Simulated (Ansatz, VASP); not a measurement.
# YAl3N4 in VASP and in Ansatz

Contents of INCAR:

```
PREC = Accurate
ENCUT = 600
EDIFF = 1E-6
ISMEAR = 0
SIGMA = 0.02
LREAL = False
LASPH = True
NELM = 80
ALGO = Normal
ISIF = 3
LWAVE = False
LCHARG = False
GGA = PE
IBRION = 2
NSW = 100
EDIFFG = -0.01
```

File KPOINTS:

```
regular mesh
0
Gamma
  8 8 4
```

POSCAR

```
YAl3N4
1.0
    3.1565135276      0.0000000000      0.0000000000
    0.0000000000      3.1565135276      0.0000000000
    0.0000000000      0.0000000000      8.4377587896
Y Al N
1 3 4
Direct
    0.5000000000      0.5000000000      0.0000000000
    0.0000000000      0.0000000000      0.7293129424
    0.0000000000      0.0000000000      0.2706870576
    0.5000000000      0.5000000000      0.5000000000
    0.0000000000      0.0000000000      0.0000000000
    0.5000000000      0.5000000000      0.2743854632
    0.0000000000      0.0000000000      0.5000000000
    0.5000000000      0.5000000000      0.7256145368
```

Input for Ansatz:

```yaml
crystal:
  lattice:
    - [3.1565135276, 0.0, 0.0]
    - [0.0, 3.1565135276, 0.0]
    - [0.0, 0.0, 8.4377587896]
  atoms:
    - { symbol: "Y", position: [0.5, 0.5, 0.0] }
    - { symbol: Al, position: [0.0, 0.0, 0.7293129424] }
    - { symbol: Al, position: [0.0, 0.0, 0.2706870576] }
    - { symbol: Al, position: [0.5, 0.5, 0.5] }
    - { symbol: "N", position: [0.0, 0.0, 0.0] }
    - { symbol: "N", position: [0.5, 0.5, 0.2743854632] }
    - { symbol: "N", position: [0.0, 0.0, 0.5] }
    - { symbol: "N", position: [0.5, 0.5, 0.7256145368] }
basis:
  ecutwfc: 420
kpoints:
  mp_grid: { grid: [8, 8, 4] }
hamiltonian:
  xc: pbe
scf:
  occupations: { method: gaussian, width: 0.02 }
output:
  forces: true
  stress: true
  eigenvalues: true
  write_density: true
  write_potential: true
  elf: true
  volumetric_format: npy
relax:
  adjacent_minimum: "off"
  f_tol: 0.01
  max_steps: 80
  cell: { stress_tol: 0.05 }
```

Alike in both runs: task relaxation of cell and atoms; functional PBE; k mesh 8 × 8 × 4; occupations gaussian, width 0.02 eV; no spin polarisation.

```csv
,VASP,Ansatz
version,VASP 6.6.1,Ansatz 0.2.0
potentials or method,"VASP PAW PBE potentials, release 64 (Y_sv, Al, N), cutoff 600 eV","scalar-relativistic, plane waves, PAW"
valence electrons in the cell,40,40
```

```tsv
	VASP	Ansatz	Ansatz less VASP
gap on the k mesh at the Fermi level, each at its own relaxed structure (eV)	0.86	0.87	+0.010
relaxed volume (Å³/atom)	10.48	10.50	+0.022
relaxed length of the cell vector where the two differ most in proportion (Å)	3.153	3.155	+0.0023
```
